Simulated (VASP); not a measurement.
# MgO (Fm-3m) in VASP: a series of runs, part 2 of 2

VASP 6.6.1. The steps go on from the part before.

## (3) Single point, PBEsol

This run uses another cell than the first one, of 8.98 Å³/atom, 0.983 times its volume.

The input, INCAR:

```
SYSTEM = MgO
  ALGO = Normal
  EDIFF = 1E-7
  ENCUT = 520
  GGA = PS
  ISIF = 2
  ISMEAR = 0
  LASPH = .TRUE.
  LCHARG = .TRUE.
  LELF = .TRUE.
  LREAL = .FALSE.
  LVHAR = .TRUE.
  LWAVE = .FALSE.
  NBANDS = 11
  NELM = 60
  PREC = Accurate
  SIGMA = 0.01
```

The input, KPOINTS:

```
k-points
0
G
  10 10 10
  0 0 0
```

The input, POSCAR:

```
MgO
1.0
    0.0000000000      2.0785902557      2.0785902557
    2.0785902557      0.0000000000      2.0785902557
    2.0785902557      2.0785902557      0.0000000000
Mg O
1 1
Direct
    0.0000000000      0.0000000000      0.0000000000
    0.5000000000      0.5000000000      0.5000000000
```

Potentials or basis: VASP PAW PBE potentials, release 64 (Mg, O).

On the command line:

```bash
cat potpaw_PBE.64/Mg/POTCAR potpaw_PBE.64/O/POTCAR > POTCAR
mpirun -np 1 vasp_std > vasp.out
```

OUTCAR:

```text
SYSTEM = MgO
   EDIFF = 1E-7
   ENCUT = 520
   GGA = PS
   ISIF = 2
   ISMEAR = 0
   LASPH = .TRUE.
   LREAL = .FALSE.
   NELM = 60
   PREC = Accurate

 ion  position               nearest neighbor table
   1  0.000  0.000  0.000-   2 2.08   2 2.08   2 2.08   2 2.08   2 2.08   2 2.08
   2  0.500  0.500  0.500-   1 2.08   1 2.08   1 2.08   1 2.08   1 2.08   1 2.08

  LATTYP: Found a face centered cubic cell.
 ALAT       =     4.1571805114

  Lattice vectors:

 A1 = (   0.0000000000,   2.0785902557,   2.0785902557)
 A2 = (   2.0785902557,   0.0000000000,   2.0785902557)
 A3 = (   2.0785902557,   2.0785902557,   0.0000000000)

Analysis of symmetry for initial positions (statically):
=====================================================================
 Subroutine PRICEL returns:
 Original cell was already a primitive cell.

 Routine SETGRP: Setting up the symmetry group for a
 face centered cubic supercell.

 Subroutine GETGRP returns: Found 48 space group operations
 (whereof 48 operations were pure point group operations)
 out of a pool of 48 trial point group operations.

The static configuration has the point symmetry O_h .

Analysis of symmetry for dynamics (positions and initial velocities):
[... 164 lines left out ...]
 fundamental gap:      5.0238701378
 Fermi energy:         3.4268068419

 k-point     1 :       0.0000    0.0000    0.0000
  band No.  band energies     occupation
      1     -14.0462      2.00000
      2       3.3691      2.00000
      3       3.3691      2.00000
      4       3.3691      2.00000
      5       8.3929      0.00000
      6      19.2183      0.00000
      7      19.2183      0.00000
      8      19.2183      0.00000
      9      23.1659      0.00000
     10      25.0965      0.00000
     11      25.0965      0.00000
[... 309 lines left out ...]
 k-point    24 :       0.4000    0.3000    0.0000
  band No.  band energies     occupation
      1     -12.6861      2.00000
      2      -0.3897      2.00000
      3       1.9872      2.00000
      4       2.2212      2.00000
      5      13.1450      0.00000
      6      13.5766      0.00000
      7      17.2698      0.00000
      8      21.9327      0.00000
      9      22.1448      0.00000
     10      28.6159      0.00000
     11      31.0619      0.00000

 [... further k-points ...]
[... 5 lines left out ...]
  --------------------------------------------------------------------------------------
  -------------------------------------------------------------------------------------
  Total        0.7361160      0.7361160      0.7361160      0.0000000      0.0000000     -0.0000000
  in kB       65.6629198     65.6629198     65.6629198      0.0000000      0.0000000     -0.0000000
  external PRESSURE =      65.6629198 kB  Pullay stress =       0.0000000 kB

 VOLUME and BASIS-vectors are now :
 -----------------------------------------------------------------------------
  energy-cutoff  :      520.00
  volume of cell :       17.96
      direct lattice vectors                 reciprocal lattice vectors
     0.000000000  2.078590256  2.078590256    -0.240547649  0.240547649  0.240547649
     2.078590256  0.000000000  2.078590256     0.240547649 -0.240547649  0.240547649
     2.078590256  2.078590256  0.000000000     0.240547649  0.240547649 -0.240547649

 POSITION                                       TOTAL-FORCE (eV/Angst)
 -----------------------------------------------------------------------------------
      0.00000      0.00000      0.00000        -0.000000     -0.000000      0.000000
      2.07859      2.07859      2.07859         0.000000      0.000000     -0.000000
 -----------------------------------------------------------------------------------
    total drift:                               -0.000000     -0.000000      0.000000

  FREE ENERGIE OF THE ION-ELECTRON SYSTEM (eV)
  ---------------------------------------------------
  free  energy   TOTEN  =       -12.4978588611 eV

  energy  without entropy=      -12.4978588611  energy(sigma->0) =      -12.49785886
```

OSZICAR:

```text
N       E                     dE             d eps       ncg     rms          rms(c)
DAV:   1     0.124123859633E+02    0.12412E+02   -0.47417E+03  1210   0.650E+02
DAV:   2    -0.133868211567E+02   -0.25799E+02   -0.25214E+02  1203   0.135E+02
DAV:   3    -0.138940933934E+02   -0.50727E+00   -0.50675E+00  1235   0.164E+01
DAV:   4    -0.138952178813E+02   -0.11245E-02   -0.11245E-02  1124   0.895E-01
DAV:   5    -0.138952214555E+02   -0.35742E-05   -0.35742E-05  1211   0.492E-02    0.671E+00
DAV:   6    -0.125324163506E+02    0.13628E+01   -0.74208E+00  1070   0.151E+01    0.213E+00
DAV:   7    -0.125110422621E+02    0.21374E-01   -0.44973E-02  1139   0.196E+00    0.129E+00
DAV:   8    -0.124981925653E+02    0.12850E-01   -0.20884E-02  1088   0.167E+00    0.209E-01
DAV:   9    -0.124979251969E+02    0.26737E-03   -0.35439E-04  1190   0.131E-01    0.129E-01
DAV:  10    -0.124978568776E+02    0.68319E-04   -0.42094E-04  1163   0.149E-01    0.386E-03
DAV:  11    -0.124978585524E+02   -0.16748E-05   -0.31285E-06  1142   0.135E-02    0.339E-03
DAV:  12    -0.124978588299E+02   -0.27741E-06   -0.12042E-07   815   0.303E-03    0.638E-04
DAV:  13    -0.124978588611E+02   -0.31256E-07   -0.46677E-08   586   0.144E-03
   1 F= -.12497859E+02 E0= -.12497859E+02  d E =-.556889E-19
```

stdout:

```text
POSCAR found type information on POSCAR MgO
 POSCAR found :  2 types and       2 ions
 scaLAPACK will be used
 -----------------------------------------------------------------------------
|                                                                             |
|                                                                             |
|     You enforced a specific xc type in the INCAR file but a different       |
|     I HOPE YOU KNOW WHAT YOU ARE DOING!                                     |
|                                                                             |
 -----------------------------------------------------------------------------

 LDA part: xc-table for (Slater+PW92), standard interpolation
 POSCAR, INCAR and KPOINTS ok, starting setup
 FFT: planning ... GRIDC
 FFT: planning ... GRID_SOFT
 FFT: planning ... GRID
 WAVECAR not read
 entering main loop
```

Wall time 13 s (1 thread of Intel Xeon 8259CL, shared host); peak memory 0.14 GiB.

What came out:

```
Free energy            : -12.4979 eV
Pressure               : 6.6 GPa
Band gap on the k mesh : 5.02 eV, direct
```

Levels at points of the mesh, in eV from the valence-band top:
```tsv
k point	band 1	band 2	band 3	band 4	band 5	band 6	band 7	band 8
(0.00, 0.00, 0.00)	-17.42	0.00	0.00	0.00	5.02	15.85	15.85	15.85
(0.50, 0.00, 0.00)	-16.00	-4.86	-0.71	-0.71	7.99	12.95	16.58	16.58
(0.50, 0.50, 0.00)	-15.72	-4.31	-1.42	-1.42	8.96	10.31	13.39	19.45
```

Caveat: the PAW data sets were made with another functional, which shifts forces and pressure a little. A hybrid or GW would open this gap; PBEsol tends to underestimate it.

## (4) Single point, PBEsol

This run uses another cell than the first one, of 8.84 Å³/atom, 0.968 times its volume.

The input, INCAR:

```
SYSTEM = MgO
PREC     = Accurate       ! precision mode
ENCUT    = 520            ! plane-wave cutoff, eV
EDIFF    = 1E-6           ! SCF threshold, eV
ISMEAR   = 0              ! smearing method
SIGMA    = 0.01           ! smearing width, eV
LREAL    = .False.        ! projectors in reciprocal space
LASPH    = .True.         ! aspherical terms in the spheres
NELM     = 100            ! most SCF steps
ALGO     = Normal         ! electronic algorithm
ISIF     = 2              ! what is computed and relaxed
LWAVE    = .False.        ! write WAVECAR
LCHARG   = .False.        ! write CHGCAR
GGA      = PS             ! functional
NBANDS   = 11             ! bands
```

The input, KPOINTS:

```
regular mesh
0
Gamma
  10 10 10
  0 0 0
```

The input, POSCAR:

```
MgO
1.0
    0.0000000000      2.0677629334      2.0677629334
    2.0677629334      0.0000000000      2.0677629334
    2.0677629334      2.0677629334      0.0000000000
Mg O
1 1
Direct
    0.0000000000      0.0000000000      0.0000000000
    0.5000000000      0.5000000000      0.5000000000
```

On the command line:

```bash
cat potpaw_PBE.64/Mg/POTCAR potpaw_PBE.64/O/POTCAR > POTCAR
mpirun -np 1 vasp_std > vasp.out
```

Run time: 12 s. Hardware: 1 thread of Intel Xeon 8259CL, shared host; peak memory 0.14 GiB.

Results (log left out):

```yaml
Free_energy: -12.4834 eV
Pressure: 9.6 GPa
Band_gap_on_the_k_mesh: 5.18 eV, direct
```

Levels at points of the mesh, in eV from the valence-band top:
```
           k point  band 2  band 3  band 4  band 5  band 6  band 7
(0.00, 0.00, 0.00)    0.00    0.00    0.00    5.18   15.94   15.94
(0.50, 0.00, 0.00)   -4.93   -0.73   -0.73    8.09   13.13   16.74
(0.50, 0.50, 0.00)   -4.38   -1.45   -1.45    8.97   10.48   13.56
```

Caveat: the PAW data sets were made with another functional, which shifts forces and pressure a little.

## (5) Single point, PBEsol

This run uses another cell than the first one, of 8.63 Å³/atom, 0.945 times its volume.

The input, INCAR:

```
  PREC = Accurate
  ENCUT = 520
  EDIFF = 1E-7
  ISMEAR = 0
  SIGMA = 0.01
  LREAL = F
  LASPH = T
  NELM = 80
  ALGO = Normal
  ISIF = 2
  LWAVE = F
  LCHARG = F
  GGA = PS
  NBANDS = 11
```

The input, KPOINTS:

```
regular mesh
0
Gamma
  10 10 10
```

The input, POSCAR:

```
MgO
1.0
    0.0000000000      2.0511976960      2.0511976960
    2.0511976960      0.0000000000      2.0511976960
    2.0511976960      2.0511976960      0.0000000000
Mg O
1 1
Direct
    0.0000000000      0.0000000000      0.0000000000
    0.5000000000      0.5000000000      0.5000000000
```

Potentials or basis: VASP PAW PBE potentials, release 64 (Mg, O).

On the command line:

```bash
cat potpaw_PBE.64/Mg/POTCAR potpaw_PBE.64/O/POTCAR > POTCAR
mpirun -np 1 vasp_std > vasp.out
```

OUTCAR:

```text
PREC = Accurate
   ENCUT = 520
   EDIFF = 1E-7
   ISMEAR = 0
   LREAL = F
   LASPH = T
   NELM = 80
   ISIF = 2
   GGA = PS

 ion  position               nearest neighbor table
   1  0.000  0.000  0.000-   2 2.05   2 2.05   2 2.05   2 2.05   2 2.05   2 2.05
   2  0.500  0.500  0.500-   1 2.05   1 2.05   1 2.05   1 2.05   1 2.05   1 2.05

  LATTYP: Found a face centered cubic cell.
 ALAT       =     4.1023953920

  Lattice vectors:

 A1 = (   0.0000000000,   2.0511976960,   2.0511976960)
 A2 = (   2.0511976960,   0.0000000000,   2.0511976960)
 A3 = (   2.0511976960,   2.0511976960,   0.0000000000)

Analysis of symmetry for initial positions (statically):
=====================================================================
 Subroutine PRICEL returns:
 Original cell was already a primitive cell.

 Routine SETGRP: Setting up the symmetry group for a
 face centered cubic supercell.

 Subroutine GETGRP returns: Found 48 space group operations
 (whereof 48 operations were pure point group operations)
 out of a pool of 48 trial point group operations.

The static configuration has the point symmetry O_h .

Analysis of symmetry for dynamics (positions and initial velocities):
[... 166 lines left out ...]

 k-point     1 :       0.0000    0.0000    0.0000
  band No.  band energies     occupation
      1     -13.9481      2.00000
      2       3.6880      2.00000
      3       3.6880      2.00000
      4       3.6880      2.00000
      5       9.1266      0.00000
      6      19.7556      0.00000
      7      19.7556      0.00000
      8      19.7556      0.00000
      9      23.8123      0.00000
     10      25.7930      0.00000
     11      25.7930      0.00000
[... 309 lines left out ...]
 k-point    24 :       0.4000    0.3000    0.0000
  band No.  band energies     occupation
      1     -12.4904      2.00000
      2      -0.2077      2.00000
      3       2.2446      2.00000
      4       2.4896      2.00000
      5      13.6529      0.00000
      6      14.2341      0.00000
      7      18.0262      0.00000
      8      22.7874      0.00000
      9      23.0080      0.00000
     10      29.4317      0.00000
     11      32.2115      0.00000

 [... further k-points ...]
[... 5 lines left out ...]
  --------------------------------------------------------------------------------------
  -------------------------------------------------------------------------------------
  Total        1.5796026      1.5796026      1.5796026      0.0000000      0.0000000     -0.0000000
  in kB      146.6242678    146.6242678    146.6242678      0.0000000      0.0000000     -0.0000000
  external PRESSURE =     146.6242678 kB  Pullay stress =       0.0000000 kB

 VOLUME and BASIS-vectors are now :
 -----------------------------------------------------------------------------
  energy-cutoff  :      520.00
  volume of cell :       17.26
      direct lattice vectors                 reciprocal lattice vectors
     0.000000000  2.051197696  2.051197696    -0.243760024  0.243760024  0.243760024
     2.051197696  0.000000000  2.051197696     0.243760024 -0.243760024  0.243760024
     2.051197696  2.051197696  0.000000000     0.243760024  0.243760024 -0.243760024

 POSITION                                       TOTAL-FORCE (eV/Angst)
 -----------------------------------------------------------------------------------
      0.00000      0.00000      0.00000        -0.000000      0.000000     -0.000000
      2.05120      2.05120      2.05120         0.000000     -0.000000      0.000000
 -----------------------------------------------------------------------------------
    total drift:                               -0.000000     -0.000000      0.000000

  FREE ENERGIE OF THE ION-ELECTRON SYSTEM (eV)
  ---------------------------------------------------
  free  energy   TOTEN  =       -12.4510567716 eV

  energy  without entropy=      -12.4510567716  energy(sigma->0) =      -12.45105677
```

Wall time 12 s (1 thread of Intel Xeon 8259CL, shared host); peak memory 0.14 GiB.

Results:

```
Free energy            : -12.4511 eV
Pressure               : 14.7 GPa
Band gap on the k mesh : 5.44 eV, direct
```

Caveat: the PAW data sets were made with another functional, which shifts forces and pressure a little.

## (6) The runs side by side

```csv
cell,gap on the mesh (eV),pressure (GPa)
"a = 2.956 Å, angles 60.0°, 2 atoms",4.86,3.5
"a = 2.940 Å, angles 60.0°, 2 atoms",5.02,6.6
"a = 2.924 Å, angles 60.0°, 2 atoms",5.18,9.6
"a = 2.901 Å, angles 60.0°, 2 atoms",5.44,14.7
```

Alike in all rows: task single point; level PBEsol; potentials or basis VASP PAW PBE potentials, release 64 (Mg, O); no spin polarisation; k mesh 10 × 10 × 10; cutoff (eV) 520; smearing gaussian 0.01 eV.

Caveats: the PAW data sets were made with another functional, which shifts forces and pressure a little.

Total energies depend on the potentials used, so only differences within one code and one set of settings carry meaning.
